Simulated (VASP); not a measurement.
Here is a VASP 6.6.1 calculation.

INCAR

```
SYSTEM = Ir
PREC = Accurate ; ENCUT = 520
EDIFF = 1E-6 ; ISMEAR = -1
SIGMA = 0.05 ; LREAL = .FALSE.
LASPH = .TRUE. ; NELM = 100
ALGO = Normal ; ISIF = 2
LWAVE = .FALSE. ; LCHARG = .FALSE.
LDIPOL = .TRUE. ; IDIPOL = 3
DIPOL = 0.5 0.5 0.500 ; GGA = CA
IBRION = 2 ; NSW = 60
EDIFFG = -0.01
```

Contents of KPOINTS:

```
regular mesh
0
G
  12 12 1
  0 0 0
```

Contents of POSCAR:

```
Ir
1.0
    2.6951476502      0.0000000000      0.0000000000
    0.0000000000      2.6951476502      0.0000000000
    0.0000000000      0.0000000000     23.6230000000
Ir
5
Direct
    0.0000000000      0.0000000000      0.3386524000
    0.5000000000      0.5000000000      0.4193261997
    0.0000000000      0.0000000000      0.5000000000
    0.5000000000      0.5000000000      0.5806738003
    0.0000000000      0.0000000000      0.6613476000
```

Potentials or basis: VASP PAW LDA potentials, release 64 (Ir).

Run with:

```console
$ cat potpaw_LDA.64/Ir/POTCAR > POTCAR
$ mpirun -np 1 vasp_std > vasp.out
```

Question: What does it give for the band gap on the k mesh?

Answer: Zero (an odd number of electrons rules out a gap without spin polarisation).

Question: Estimate the energy gained by relaxing.

Answer: 24.2 meV/atom.

Final structure:
```
CELL_PARAMETERS angstrom
2.69515 0.00000 0.00000
0.00000 2.69515 0.00000
0.00000 0.00000 23.62300
ATOMIC_POSITIONS crystal
Ir 0.00000 0.00000 0.34181
Ir 0.50000 0.50000 0.41823
Ir 0.00000 0.00000 0.50000
Ir 0.50000 0.50000 0.58177
Ir 0.00000 0.00000 0.65819
```

Caveat: spin-orbit coupling is left out, which moves the levels of the heavy elements.
